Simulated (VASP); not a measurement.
# Si62P (a cell with a defect) in VASP: further runs, part 2 of 2

VASP 6.6.1. The steps go on from the part before.

### 4 Single point, LDA

Contents of INCAR:

```
  PREC = Accurate
  ENCUT = 520
  EDIFF = 1E-6
  ISMEAR = -1
  SIGMA = 0.05
  LREAL = Auto
  LASPH = True
  NELM = 60
  ALGO = Normal
  ISIF = 2
  LWAVE = False
  LCHARG = False
  GGA = CA
  NELECT = 252.0
  NBANDS = 164
```

Contents of KPOINTS:

```
Automatic mesh
0
Gamma
  1 1 1
```

Contents of POSCAR:

```
Si62P
1.0
   10.8600000000      0.0000000000      0.0000000000
    0.0000000000     10.8600000000      0.0000000000
    0.0000000000      0.0000000000     10.8600000000
Si P
62 1
Direct
    0.5025386740     -0.0010250460      0.0037441989
    0.6259341621      0.1235255985      0.1332720994
    0.7504107735      0.2468569061      0.0037291897
    0.8749728361      0.3750262431      0.1246800184
    0.8665732044      0.1234848987      0.3738555249
    0.0031409761     -0.0055431860     -0.0034423573
    0.1213503683      0.1209196133      0.1260627072
    0.2495070902      0.2469778085     -0.0008451197
    0.3749071823      0.3745289134      0.1248090239
    0.5024733886      0.4998617864     -0.0008548803
    0.6284865562      0.6280343462      0.1260305709
    0.7549259669      0.7462741252     -0.0034266114
    0.2498531308     -0.0003311234      0.2499581952
    0.3731531308      0.1257429098      0.3760302947
    0.4988990792      0.2506285451      0.2523871087
    0.6237761510      0.3764067219      0.3760131676
    0.7498212707      0.4995806630      0.2498408840
    0.8737315838      0.6278452118      0.3712772560
    0.4989418969      0.0020305709      0.5008504604
    0.6236894107      0.1257857274      0.6266772560
    0.7473825046      0.2505727440      0.5008542357
    0.8749651934      0.3745224678      0.6247878453
    0.7497716390     -0.0003566298      0.7498743094
    0.8736683241      0.1208920810      0.8783455801
    0.0013890424      0.4967655617     -0.0016604052
    0.1262697974      0.6230362799      0.1215631676
    0.2526141805      0.7479478821     -0.0015694291
    0.3743397790      0.8744570902      0.1247438306
   -0.0040054328      0.2469427256      0.2492672192
    0.1233992634      0.3731252302      0.3733020258
    0.2505770718      0.4988085635      0.2498802026
    0.3762253223      0.6261163904      0.3732915285
    0.5025373849      0.7534697053      0.2492872928
    0.6260184162      0.8828554328      0.3738320442
   -0.0039152855     -0.0010139963      0.4972352670
    0.1232743094      0.1230641805      0.6236058932
    0.2485496317      0.2499108656      0.5003208103
    0.3747247698      0.3747408840      0.6250188766
    0.4995026703      0.5009337937      0.5002581031
    0.6263465930      0.6261485267      0.6236125230
    0.7504790055      0.7532574586      0.4972367403
    0.8749293738      0.8744447514      0.6252737569
    0.2505594843     -0.0004807551      0.7491530387
    0.3761601289      0.1229869245      0.8764283610
    0.4994472376      0.2500130755      0.7513077348
    0.6264770718      0.3732749540      0.8764367403
    0.7498651013      0.4988058011      0.7490716390
    0.8782050645      0.6230249540      0.8733638122
    0.0032559853      0.7461201657      0.2450944751
    0.1215037753      0.8757173112      0.3712960405
    0.0007416206      0.4997864641      0.4973002762
    0.1257813996      0.6235677716      0.6226126151
    0.2495463168      0.7487290055      0.4973641805
    0.3748948435      0.8744985267      0.6248013812
    0.0005513812      0.2469910681      0.7502586556
    0.1258806630      0.3721796501      0.8738114180
    0.2504809392      0.4989109576      0.7492181400
    0.3771865562      0.6234717311      0.8738720994
    0.5023606814      0.7488295580      0.7503097606
    0.6284961326      0.8757262431      0.8783089319
    0.0012679558      0.7481129834      0.7471615101
    0.1263758748      0.8711016575      0.8734337017
    0.7517046961     -0.0021913444      0.2481337937
```

The run is started by

```bash
$ cat potpaw_LDA.64/Si/POTCAR potpaw_LDA.64/P/POTCAR > POTCAR
$ mpirun -np 1 vasp_gam > vasp.out
```

Wall time 5.9 min (1 thread of Intel Xeon Platinum 8259CL at 2.50GHz (Skylake/Cascade Lake), shared host); peak memory 0.71 GiB.

The run converged. Its results:

* Free energy: -372.3501 eV
* Largest force: 0.041 eV/Å

Forces in eV/Å, atoms in the order of the input:
```
Si   0.002  0.011  0.011
Si   0.017 -0.023  0.028
Si  -0.006 -0.002  0.011
Si  -0.004 -0.012  0.009
Si  -0.030 -0.015 -0.021
Si  -0.006  0.020  0.011
Si  -0.002 -0.009 -0.008
Si  -0.001 -0.015 -0.004
Si  -0.002  0.005  0.017
Si   0.008  0.003 -0.003
Si   0.006  0.007 -0.004
Si  -0.018  0.007  0.006
Si   0.000 -0.003  0.001
Si  -0.002 -0.010 -0.005
Si  -0.006  0.003 -0.022
Si   0.005 -0.002 -0.006
Si  -0.005 -0.007  0.005
Si   0.001  0.004 -0.004
Si  -0.004 -0.022  0.006
Si   0.004 -0.007  0.001
Si   0.023  0.003  0.007
Si  -0.018  0.003  0.004
Si  -0.005 -0.002 -0.007
Si   0.006 -0.009  0.002
Si  -0.005  0.004  0.002
Si   0.001  0.002  0.005
Si  -0.004  0.006  0.004
Si   0.013  0.004  0.004
Si  -0.014 -0.006  0.012
Si   0.001  0.001 -0.010
Si   0.006  0.000  0.001
Si   0.002 -0.001 -0.012
Si   0.001  0.012  0.008
Si   0.020  0.030 -0.020
Si  -0.014  0.008 -0.002
Si   0.003 -0.018  0.000
Si   0.004 -0.004 -0.003
Si   0.003  0.002 -0.001
Si   0.002  0.001 -0.002
Si   0.013 -0.002 -0.005
Si  -0.012  0.018 -0.005
Si  -0.001  0.009 -0.006
Si   0.003  0.003 -0.004
Si   0.004 -0.012  0.003
Si   0.003 -0.004 -0.006
Si   0.009 -0.010 -0.002
Si  -0.001  0.001  0.001
Si  -0.007  0.004  0.006
Si  -0.008  0.012  0.014
Si  -0.003 -0.002 -0.005
Si   0.000  0.001 -0.010
Si   0.000  0.004  0.001
Si   0.000 -0.001 -0.013
Si   0.000  0.020  0.005
Si   0.000 -0.013 -0.001
Si  -0.002  0.005  0.010
Si   0.006 -0.005 -0.007
Si  -0.004  0.004  0.009
Si   0.012  0.000 -0.007
Si   0.009 -0.003  0.007
Si  -0.002  0.002 -0.001
Si  -0.005  0.009  0.002
P    0.001 -0.006 -0.007
```

Levels at points of the mesh, in eV from the Fermi level:
```csv
k point,band 124,band 125,band 126,band 127,band 128,band 129
"(0.00, 0.00, 0.00)",-0.61,-0.61,-0.18,0.23,0.23,0.30
```

Caveat: the k points lie up to 0.58 Å⁻¹ apart; the cell carries a net charge on a neutralising background, which shifts energy and pressure; the cell is charged against a uniform background, so pressure and absolute levels hang on convention.

### 5 Single point, LDA

Contents of INCAR:

```
ALGO = Normal
EDIFF = 1E-6
ENCUT = 520
ISIF = 2
ISMEAR = -1
LASPH = True
LCHARG = False
LREAL = Auto
LWAVE = False
NBANDS = 164
NELECT = 252.0
NELM = 100
PREC = Accurate
SIGMA = 0.05
```

Contents of KPOINTS:

```
k-points
0
Gamma
  1 1 1
```

Contents of POSCAR:

```
Si62P
1.0
   10.8600000000      0.0000000000      0.0000000000
    0.0000000000     10.8600000000      0.0000000000
    0.0000000000      0.0000000000     10.8600000000
Si P
62 1
Direct
    0.5022281768     -0.0004992634      0.0033367403
    0.6305071823      0.1191503683      0.1317081031
    0.7491849908      0.2480995396      0.0035182320
    0.8752905157      0.3746432781      0.1254482505
    0.8744485267      0.1147571823      0.3675118785
    0.0011800184     -0.0001418969     -0.0012714549
    0.1239686004      0.1226324125      0.1259927256
    0.2495193370      0.2483901473     -0.0026208103
    0.3729006446      0.3758527624      0.1240063536
    0.5002986188      0.5003807551     -0.0020497238
    0.6271860958      0.6255786372      0.1257623389
    0.7462135359      0.7413044199     -0.0099870166
    0.2509001842     -0.0001559853      0.2508784530
    0.3753107735      0.1254734807      0.3753246777
    0.5001948435      0.2491728361      0.2496368324
    0.6255651013      0.3731523941      0.3743087477
    0.7506627993      0.4991742173      0.2505767035
    0.8727523941      0.6265599448      0.3755937385
    0.5043005525     -0.0003849908      0.4950757827
    0.6257544199      0.1240511050      0.6227989871
    0.7510803867      0.2422647330      0.4925361878
    0.8735565378      0.3697547882      0.6199430939
    0.7501294659     -0.0000879374      0.7491086556
    0.8721339779      0.1231458564      0.8779174033
   -0.0009603131      0.5013681400      0.0015650092
    0.1184391344      0.6312509208      0.1271873849
    0.2476231123      0.7507925414      0.0015610497
    0.3745994475      0.8746771639      0.1251430018
   -0.0004311234      0.2479767956      0.2494924494
    0.1252663904      0.3748156538      0.3745032228
    0.2478771639      0.5025237569      0.2486782689
    0.3774526703      0.6248258748      0.3729792818
    0.5035493554      0.7526698895      0.2486910681
    0.6341298343      0.8795699816      0.3678639963
    0.0009904236     -0.0002026703      0.5016502762
    0.1251244015      0.1265217311      0.6273050645
    0.2505680479      0.2499259669      0.5005282689
    0.3753303867      0.3750071823      0.6253127993
    0.5010942910      0.4984089319      0.4991119705
    0.6235106814      0.6250775322      0.6249110497
    0.7493820442      0.7515238490      0.5000768877
    0.8755689687      0.8744411602      0.6255084715
    0.2515126151     -0.0005934622      0.7492325046
    0.3767020258      0.1238151934      0.8752060773
    0.5011339779      0.2484842541      0.7485417127
    0.6246719153      0.3732447514      0.8752895028
    0.7486297422      0.4947866483      0.7451439227
    0.8748170350      0.6208976059      0.8706792818
   -0.0026529466      0.7542214549      0.2541877532
    0.1255340700      0.8765645488      0.3766443831
    0.0018372928      0.4992152855      0.4996092081
    0.1254635359      0.6244165746      0.6254453959
    0.2519787293      0.7462569061      0.4992813996
    0.3767697053      0.8755137201      0.6221895028
    0.0000649171      0.2498821363      0.7521724678
    0.1238847145      0.3763104972      0.8766634438
    0.2503583794      0.4992105893      0.7505425414
    0.3727394107      0.6259331492      0.8766207182
    0.4991905157      0.7485851750      0.7509440147
    0.6257205341      0.8768057090      0.8756548803
    0.0002906077      0.7493023020      0.7497645488
    0.1233926335      0.8751629834      0.8757466851
    0.7693056169     -0.0177674954      0.2347730203
```

The run is started by

```bash
$ cat potpaw_LDA.64/Si/POTCAR potpaw_LDA.64/P/POTCAR > POTCAR
$ mpirun -np 1 vasp_gam > vasp.out
```

It took 6.7 min on 1 thread of Intel Xeon Platinum 8259CL at 2.50GHz (Skylake/Cascade Lake), shared host; peak memory 0.71 GiB.

The run converged. Its results:

```
Free energy   : -372.1546 eV
Largest force : 0.736 eV/Å
```

Forces in eV/Å, atoms in the order of the input:
```
Si   0.019  0.010  0.022
Si   0.083 -0.068  0.114
Si   0.002 -0.015  0.015
Si  -0.001 -0.001 -0.009
Si  -0.129  0.109  0.057
Si   0.108 -0.003 -0.102
Si   0.003 -0.009  0.004
Si   0.004 -0.013  0.005
Si   0.064 -0.056  0.009
Si   0.012 -0.009 -0.004
Si  -0.001 -0.001  0.010
Si   0.005 -0.021 -0.004
Si   0.008 -0.002 -0.008
Si  -0.009  0.002  0.004
Si   0.038 -0.036  0.020
Si  -0.012  0.024  0.009
Si  -0.003 -0.005 -0.006
Si  -0.003  0.015 -0.040
Si  -0.043  0.016  0.045
Si  -0.007  0.007  0.029
Si  -0.031  0.091  0.088
Si   0.022  0.043  0.039
Si   0.002 -0.004 -0.001
Si   0.004 -0.002 -0.005
Si   0.018 -0.035 -0.022
Si   0.120 -0.121 -0.040
Si   0.040 -0.014 -0.017
Si   0.015  0.002 -0.003
Si  -0.034 -0.014 -0.005
Si  -0.008 -0.018 -0.018
Si   0.065 -0.073 -0.004
Si  -0.009  0.001 -0.008
Si  -0.006  0.002  0.009
Si  -0.081  0.057  0.054
Si  -0.066 -0.004 -0.053
Si  -0.009 -0.035 -0.038
Si  -0.012  0.000 -0.007
Si  -0.003 -0.003 -0.005
Si  -0.013  0.020  0.002
Si   0.029  0.002 -0.011
Si   0.007  0.021 -0.017
Si   0.002 -0.005  0.008
Si   0.021 -0.001 -0.026
Si   0.011 -0.015  0.014
Si  -0.010  0.005  0.016
Si   0.023 -0.011  0.010
Si   0.009  0.019  0.024
Si   0.033  0.004  0.011
Si   0.176 -0.197 -0.074
Si  -0.029  0.005 -0.052
Si  -0.002  0.010 -0.027
Si   0.006 -0.007 -0.019
Si  -0.022  0.012 -0.024
Si   0.001 -0.006  0.003
Si   0.016 -0.021 -0.020
Si   0.013 -0.023 -0.014
Si   0.002 -0.006 -0.009
Si   0.022 -0.012 -0.015
Si   0.020 -0.010 -0.009
Si   0.007  0.004  0.010
Si   0.013 -0.015 -0.018
Si   0.066 -0.033 -0.055
P   -0.566  0.442  0.157
```

Levels at points of the mesh, in eV from the Fermi level:
```tsv
k point	band 123	band 124	band 125	band 126	band 127	band 128	band 129	band 130
(0.00, 0.00, 0.00)	-0.85	-0.60	-0.60	-0.18	0.22	0.24	0.32	0.34
```

Caveat: the k points lie up to 0.58 Å⁻¹ apart; the cell carries a net charge on a neutralising background, which shifts energy and pressure; the cell is charged against a uniform background, so pressure and absolute levels hang on convention.
